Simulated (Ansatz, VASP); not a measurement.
Two plane-wave programs on Pb

```xyz
1
Lattice="0.0000 2.2722 2.4698 2.2722 0.0000 2.4698 2.2722 2.2722 0.0000" Properties=species:S:1:pos:R:3 pbc="T T T"
Pb    0.0000    0.0000    0.0000
```

Change from the starting cell: strain -0.080 along x and y, +0.000 along z, atoms carried along.

Alike in both runs: task single point; functional PBEsol; k mesh 16 × 16 × 16; occupations gaussian, width 0.15 eV; no spin polarisation.

```csv
,VASP,Ansatz
version,VASP 6.6.1,Ansatz 0.2.0
potentials or method,"VASP PAW PBE potentials, release 64 (Pb_d), cutoff 520 eV","scalar-relativistic, plane waves, PAW"
valence electrons in the cell,14,14
```

```tsv
	VASP	Ansatz	Ansatz less VASP
gap on the k mesh at the Fermi level (eV)	none	none	-
pressure (GPa)	11.4	11.5	+0.09
traceless stress, the component that is largest in VASP (GPa)	-1.84	-1.84	+0.002
```

VASP's potentials were made for PBE, not for PBEsol. A gap of «none» marks a metal or a gap that the smearing closes.

Neither program's run includes spin-orbit coupling.
